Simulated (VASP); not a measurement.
# Mo (P6/mmm) in VASP: further runs

Mo is run at these levels: r2SCAN; tasks: single point.

Program: VASP 6.6.1. These are calculated values, not measurements. Logs are shortened: lines on timing, memory, paths and dates and some standing lists are left out, and cuts for length are marked.

### Step 1. The cell of the first run

The structure is hexagonal, space group P6/mmm (No. 191). Conventional cell: a = 2.708 Å, b = 2.708 Å, c = 2.607 Å, α = 90.00°, β = 90.00°, γ = 120.00°. Mo (site symmetry 6/mmm) has 8 Mo at 2.61 to 2.71 Å within 3.4 Å.

### Step 2. Single point, r2SCAN

POSCAR

```
Mo
1.0
    2.7081549000      0.0000000000      0.0000000000
   -1.3540824000      2.3453298000      0.0000000000
    0.0000000000      0.0000000000      2.6070605040
Mo
1
Direct
    0.0000000000      0.0000000000      0.5000000000
```

INCAR.step1

```
  ALGO = Normal
  EDIFF = 1E-4
  ENCUT = 520
  GGA = PE
  ISMEAR = -1
  LASPH = T
  LCHARG = F
  LREAL = F
  LWAVE = T
  NBANDS = 13
  NELM = 60
  PREC = Accurate
  SIGMA = 0.1
```

INCAR.step2

```
  ALGO = Normal
  EDIFF = 1E-7
  ENCUT = 520
  ISIF = 2
  ISMEAR = -1
  ISTART = 1
  LASPH = T
  LCHARG = T
  LELF = T
  LMIXTAU = T
  LREAL = F
  LVHAR = T
  LWAVE = F
  METAGGA = R2SCAN
  NBANDS = 13
  NELM = 60
  PREC = Accurate
  SIGMA = 0.1
```

KPOINTS

```
k-points
0
Gamma
  14 14 13
```

Potentials or basis: VASP PAW PBE potentials, release 64 (Mo_sv).

The run is started by

```bash
cat potpaw_PBE.64/Mo_sv/POTCAR > POTCAR
cp INCAR.step1 INCAR
mpirun -np 1 vasp_std > vasp.out
cp INCAR.step2 INCAR
mpirun -np 1 vasp_std > vasp.out
```

OUTCAR:

```text
EDIFF = 1E-7
   ENCUT = 520
   ISIF = 2
   ISMEAR = -1
   ISTART = 1
   LASPH = T
   LREAL = F
   METAGGA = R2SCAN
   NELM = 60
   PREC = Accurate

 ion  position               nearest neighbor table
   1  0.000  0.000  0.500-

  LATTYP: Found a hexagonal cell.
 ALAT       =     2.7081549000
 C/A-ratio  =     0.9626703790

  Lattice vectors:

 A1 = (   2.7081549000,   0.0000000000,   0.0000000000)
 A2 = (  -1.3540824000,   2.3453298000,   0.0000000000)
 A3 = (   0.0000000000,   0.0000000000,   2.6070605040)

Analysis of symmetry for initial positions (statically):
=====================================================================
 Subroutine PRICEL returns:
 Original cell was already a primitive cell.

 Routine SETGRP: Setting up the symmetry group for a
 hexagonal supercell.

 Subroutine GETGRP returns: Found 24 space group operations
 (whereof 24 operations were pure point group operations)
 out of a pool of 24 trial point group operations.

The static configuration has the point symmetry D_6h.

Analysis of symmetry for dynamics (positions and initial velocities):
=====================================================================
 Subroutine PRICEL returns:
 Original cell was already a primitive cell.

 Routine SETGRP: Setting up the symmetry group for a
 hexagonal supercell.

 Subroutine GETGRP returns: Found 24 space group operations
 (whereof 24 operations were pure point group operations)
 out of a pool of 24 trial point group operations.

The dynamic configuration has the point symmetry D_6h.

 Subroutine INISYM returns: Found 24 space group operations
 (whereof 24 operations are pure point group operations),
 and found     1 'primitive' translations

----------------------------------------------------------------------------------------

                                     Primitive cell

  volume of cell :      16.5588

  direct lattice vectors                    reciprocal lattice vectors
     2.708154900  0.000000000  0.000000000     0.369255097  0.213190413  0.000000000
    -1.354082400  2.345329800  0.000000000     0.000000000  0.426379267  0.000000000
     0.000000000  0.000000000  2.607060504     0.000000000  0.000000000  0.383573760

  length of vectors
     2.708154900  2.708156387  2.607060504     0.426379501  0.426379267  0.383573760

  position of ions in fractional coordinates (direct lattice)
     0.000000000  0.000000000  0.500000000

  ion indices of the primitive-cell ions
   primitive index   ion index
                 1           1

----------------------------------------------------------------------------------------

 KPOINTS: k-points

Automatic generation of k-mesh.
 Grid dimensions read from file:
 generate k-points for:   14   14   13

 Generating k-lattice:

  Cartesian coordinates                     Fractional coordinates (reciprocal lattice)
     0.026375364  0.015227887  0.000000000     0.071428571  0.000000000  0.000000000
     0.000000000  0.030455662  0.000000000     0.000000000  0.071428571  0.000000000
     0.000000000  0.000000000  0.029505674     0.000000000  0.000000000  0.076923077

  Length of vectors
     0.030455679  0.030455662  0.029505674

  Shift w.r.t. Gamma in fractional coordinates (k-lattice)
     0.000000000  0.000000000  0.000000000

 Subroutine IBZKPT returns following result:
 ===========================================

 Found    168 irreducible k-points:

 Following reciprocal coordinates:
            Coordinates               Weight
  0.000000  0.000000  0.000000      1.000000
  0.071429  0.000000  0.000000      6.000000
  0.142857  0.000000  0.000000      6.000000
  0.214286  0.000000  0.000000      6.000000
  0.285714  0.000000  0.000000      6.000000
  0.357143  0.000000  0.000000      6.000000
[... 16 lines left out ...]
  0.285714  0.285714  0.000000      6.000000
  0.357143  0.285714  0.000000      6.000000
 [... further k-points ...]
   k-points           NKPTS =    168   k-points in BZ     NKDIM =    168   number of bands    NBANDS=     13
   number of dos      NEDOS =    301   number of ions     NIONS =      1
   total plane-waves  NPLWV =   8000
   dimension x,y,z NGX =    20 NGY =   20 NGZ =   20
   dimension x,y,z NGXF=    40 NGYF=   40 NGZF=   40
   ions per type =               1
   NGX,Y,Z   is equivalent  to a cutoff of  12.28, 12.28, 12.75 a.u.
   NGXF,Y,Z  is equivalent  to a cutoff of  24.55, 24.55, 25.51 a.u.
 SYSTEM =  unknown system
   PREC   = accura    normal or accurate (medium, high low for compatibility)
   ISTART =      1    job   : 0-new  1-cont  2-samecut
   ICHARG =      0    charge: 1-file 2-atom 10-const
   ISPIN  =      1    spin polarized calculation?
   LNONCOLLINEAR =      F non collinear calculations
   LSORBIT =      F    spin-orbit coupling
   LASPH  =      T    aspherical Exc in radial PAW
   ENCUT  =  520.0 eV  38.22 Ry    6.18 a.u.   5.04  5.04  4.85*2*pi/ulx,y,z
   NELM   =     60;   NELMIN=  2; NELMDL=  0     # of ELM steps
   EDIFF  = 0.1E-06   stopping-criterion for ELM
   LREAL  =      F    real-space projection
   EDIFFG = 0.1E-05   stopping-criterion for IOM
   NSW    =      0    number of steps for IOM
   IBRION =     -1    ionic relax: 0-MD 1-quasi-New 2-CG
   NFREE  =      0    steps in history (QN), initial steepest desc. (CG)
   ISIF   =      2    stress and relaxation
   ISYM   =      2    0-nonsym 1-usesym 2-fastsym
   POTIM  = 0.5000    time-step for ionic-motion
   TEBEG  =    0.0;   TEEND  =   0.0 temperature during run
   PSTRESS=    0.0 pullay stress
   NELECT =      14.0000    total number of electrons
   NUPDOWN=      -1.0000    fix difference up-down
   EMIN   =  10.00;   EMAX   =-10.00  energy-range for DOS
   EFERMI =   0.00;   METHOD = LEGACY
   ISMEAR =    -1;   SIGMA  =   0.10  broadening in eV -4-tet -1-fermi 0-gaus
   EFERMI_NEDOS =   21; number of points for ismear=-14 and -15
   IALGO  =     38    algorithm
   IMIX   =      4    mixing-type and parameters
     AMIX     =   0.40;   BMIX     =  1.00
     AMIX_MAG =   1.60;   BMIX_MAG =  1.00
  volume/ion in A,a.u.               =      16.56       111.74
  Fermi-wavevector in a.u.,A,eV,Ry     =   1.548013  2.925321 32.604252  2.396345
  Thomas-Fermi vector in A             =   2.653024
   LORBIT       =      0    0 simple, 1 ext, 2 COOP (PROOUT), +10 PAW based schemes
   METAGGA = R2SCAN    functional components
   LHFCALC =     F    Hartree Fock is set to
   AEXX    =    0.0000 exact exchange contribution
   IVDW    =     0    specifies the selected vdW correction
   LEPSILON=     F    determine dielectric tensor
   LRPA    =     F    only Hartree local field effects (RPA)
 non-spin polarized calculation
  energy-cutoff  :      520.00
  volume of cell :       16.56
 maximum number of plane-waves:       457
   NGX = 11   NGY = 11   NGZ =  9

 number of electron      13.9999997 magnetization

 Free energy of the ion-electron system (eV)
  ---------------------------------------------------
  ext. energy  EPLUGINS =         0.00000000
  ---------------------------------------------------
  free energy    TOTEN  =       -25.14114251 eV

  energy without entropy =      -25.11594161  energy(sigma->0) =      -25.12854206

 E-fermi :  11.6722     XC(G=0): -14.1333

 val. band max:       11.6571337515   @ k =   0.3571   0.0714   0.3846
 cond. band min:      11.6833583073   @ k =   0.2143   0.1429   0.3846
 fundamental gap:      0.0262245558
 Fermi energy:        11.6721665970

 k-point     1 :       0.0000    0.0000    0.0000
  band No.  band energies     occupation
      1     -51.4241      2.00000
      2     -23.9830      2.00000
      3     -23.8568      2.00000
      4     -23.8567      2.00000
      5       4.3835      2.00000
      6       6.9140      2.00000
      7      10.6551      1.99992
      8      10.6552      1.99992
      9      15.8740      0.00000
     10      15.8740      0.00000
     11      25.3152      0.00000
     12      27.5177      0.00000
     13      33.8447      0.00000

 k-point     2 :       0.0714    0.0000    0.0000
  band No.  band energies     occupation
      1     -51.4106      2.00000
      2     -23.9739      2.00000
      3     -23.9422      2.00000
      4     -23.8756      2.00000
      5       4.5978      2.00000
      6       7.0155      2.00000
      7      10.4376      1.99999
      8      10.8543      1.99944
      9      15.6219      0.00000
     10      15.8343      0.00000
     11      25.8059      0.00000
     12      27.9634      0.00000
     13      32.4407      0.00000

 k-point     3 :       0.1429    0.0000    0.0000
  band No.  band energies     occupation
      1     -51.3728      2.00000
      2     -24.1779      2.00000
      3     -23.9483      2.00000
      4     -23.9281      2.00000
      5       5.1807      2.00000
      6       7.2999      2.00000
      7       9.9442      2.00000
      8      11.4379      1.82464
      9      14.9867      0.00000
     10      15.7247      0.00000
     11      27.0024      0.00000
     12      29.1528      0.00000
     13      30.3430      0.00000

 k-point     4 :       0.2143    0.0000    0.0000
  band No.  band energies     occupation
      1     -51.3177      2.00000
      2     -24.5095      2.00000
      3     -24.0032      2.00000
      4     -23.9111      2.00000
      5       5.9412      2.00000
      6       7.6201      2.00000
      7       9.6321      2.00000
      8      12.3621      0.00201
      9      14.2007      0.00000
     10      15.5704      0.00000
     11      27.1484      0.00000
     12      29.7134      0.00000
     13      30.7471      0.00000

 k-point     5 :       0.2857    0.0000    0.0000
  band No.  band energies     occupation
      1     -51.2558      2.00000
      2     -24.8663      2.00000
      3     -24.0855      2.00000
      4     -23.8695      2.00000
      5       6.5407      2.00000
      6       7.6913      2.00000
      7      10.1218      2.00000
      8      13.4507      0.00000
      9      13.5422      0.00000
     10      15.4044      0.00000
     11      25.4758      0.00000
     12      29.3131      0.00000
     13      30.5727      0.00000
[... 257 lines left out ...]
 k-point    22 :       0.3571    0.2143    0.0000
  band No.  band energies     occupation
      1     -51.1247      2.00000
      2     -25.2466      2.00000
      3     -24.6270      2.00000
      4     -23.7822      2.00000
      5       8.0047      2.00000
      6       8.5521      2.00000
      7      10.6200      1.99995
      8      12.7879      0.00003
      9      14.1472      0.00000
     10      18.3594      0.00000
     11      21.5720      0.00000
     12      22.7801      0.00000
     13      30.7411      0.00000

 k-point    23 :       0.2857    0.2857    0.0000
  band No.  band energies     occupation
      1     -51.1216      2.00000
      2     -25.1569      2.00000
      3     -24.7447      2.00000
      4     -23.7801      2.00000
      5       8.5507      2.00000
      6       8.7562      2.00000
      7       9.8611      2.00000
      8      12.9718      0.00000
      9      13.8803      0.00000
     10      18.7529      0.00000
     11      21.5571      0.00000
     12      22.0408      0.00000
     13      31.3663      0.00000

 k-point    24 :       0.3571    0.2857    0.0000
  band No.  band energies     occupation
      1     -51.1128      2.00000
      2     -25.1042      2.00000
      3     -24.8604      2.00000
      4     -23.7743      2.00000
      5       8.6389      2.00000
      6       8.9374      2.00000
      7       9.9128      2.00000
      8      13.0945      0.00000
      9      13.6234      0.00000
     10      19.5938      0.00000
     11      20.9273      0.00000
     12      21.2661      0.00000
     13      32.2354      0.00000

 [... further k-points ...]

------------------------ aborting loop because EDIFF is reached ----------------------------------------

  FORCE on cell =-STRESS in cart. coord.  units (eV):
  Direction    XX          YY          ZZ          XY          YZ          ZX
  --------------------------------------------------------------------------------------
  -------------------------------------------------------------------------------------
  Total        0.8138861      0.8138853     -0.8880923     -0.0000017      0.0000000      0.0000000
  in kB       78.7491148     78.7490382    -85.9290814     -0.0001662      0.0000000      0.0000000
  external PRESSURE =      23.8563572 kB  Pullay stress =       0.0000000 kB

 VOLUME and BASIS-vectors are now :
 -----------------------------------------------------------------------------
  energy-cutoff  :      520.00
  volume of cell :       16.56
      direct lattice vectors                 reciprocal lattice vectors
     2.708154900  0.000000000  0.000000000     0.369255097  0.213190413  0.000000000
    -1.354082400  2.345329800  0.000000000     0.000000000  0.426379267  0.000000000
     0.000000000  0.000000000  2.607060504     0.000000000  0.000000000  0.383573760

 POSITION                                       TOTAL-FORCE (eV/Angst)
 -----------------------------------------------------------------------------------
      0.00000      0.00000      1.30353         0.000000      0.000000      0.000000
 -----------------------------------------------------------------------------------
    total drift:                               -0.000000      0.000000     -0.000000

  FREE ENERGIE OF THE ION-ELECTRON SYSTEM (eV)
  ---------------------------------------------------
  free  energy   TOTEN  =       -25.1411425124 eV

  energy  without entropy=      -25.1159416133  energy(sigma->0) =      -25.12854206
```

Wall time 2 min (1 thread of Intel Xeon Platinum 8259CL at 2.50GHz (Skylake/Cascade Lake), shared host); peak memory 0.15 GiB.

Results:

```yaml
Free_energy: -25.1411 eV
Pressure: 2.4 GPa
Band_gap_on_the_k_mesh: zero (band 7 reaches 12.59 eV, above the bottom of band 8 at 10.66 eV)
```

Stress tensor (GPa, compression positive):
```
 7.87  0.00  0.00
 0.00  7.87  0.00
 0.00  0.00 -8.59
```

Caveat: the PAW data sets were made with another functional, which shifts forces and pressure a little.

### Step 3. Single point, r2SCAN

POSCAR

```
Mo
1.0
    2.7218324500      0.0000000000      0.0000000000
   -1.3609212000      2.3571749000      0.0000000000
    0.0000000000      0.0000000000      2.5809247241
Mo
1
Direct
    0.0000000000      0.0000000000      0.5000000000
```

INCAR.step1

```
PREC = Accurate
ENCUT = 520
ISMEAR = -1
SIGMA = 0.1
LREAL = F
LASPH = T
NELM = 80
NBANDS = 13
GGA = PE
ALGO = Normal
EDIFF = 1E-4
LWAVE = T
LCHARG = F
```

INCAR.step2

```
PREC = Accurate
ENCUT = 520
EDIFF = 1E-6
ISMEAR = -1
SIGMA = 0.1
LREAL = F
LASPH = T
NELM = 80
ALGO = Normal
ISIF = 2
LWAVE = F
LCHARG = F
METAGGA = R2SCAN
LMIXTAU = T
NBANDS = 13
ISTART = 1
```

KPOINTS

```
Automatic mesh
0
Gamma
  14 14 13
```

Potentials or basis: VASP PAW PBE potentials, release 64 (Mo_sv).

The run is started by

```bash
cat potpaw_PBE.64/Mo_sv/POTCAR > POTCAR
cp INCAR.step1 INCAR
mpirun -np 1 vasp_std > vasp.out
cp INCAR.step2 INCAR
mpirun -np 1 vasp_std > vasp.out
```

Wall time 1.8 min (1 thread of Intel Xeon Platinum 8259CL at 2.50GHz (Skylake/Cascade Lake), shared host); peak memory 0.15 GiB.

It converged, with:

```yaml
Free_energy: -25.1553 eV
Pressure: 2.1 GPa
Band_gap_on_the_k_mesh: zero (band 7 reaches 12.55 eV, above the bottom of band 8 at 10.63 eV)
```

Stress tensor (GPa, compression positive):
```
 5.60  0.00  0.00
 0.00  5.60  0.00
 0.00  0.00 -5.03
```

Levels at points of the mesh, in eV from the Fermi level:
| k point | band 5 | band 6 | band 7 | band 8 | band 9 | band 10 |
| --- | --- | --- | --- | --- | --- | --- |
| (0.00, 0.00, 0.00) | -7.24 | -4.73 | -0.99 | -0.99 | 4.29 | 4.29 |
| (0.50, 0.00, 0.00) | -5.30 | -3.34 | 0.91 | 0.99 | 3.57 | 4.63 |

Caveat: the PAW data sets were made with another functional, which shifts forces and pressure a little.
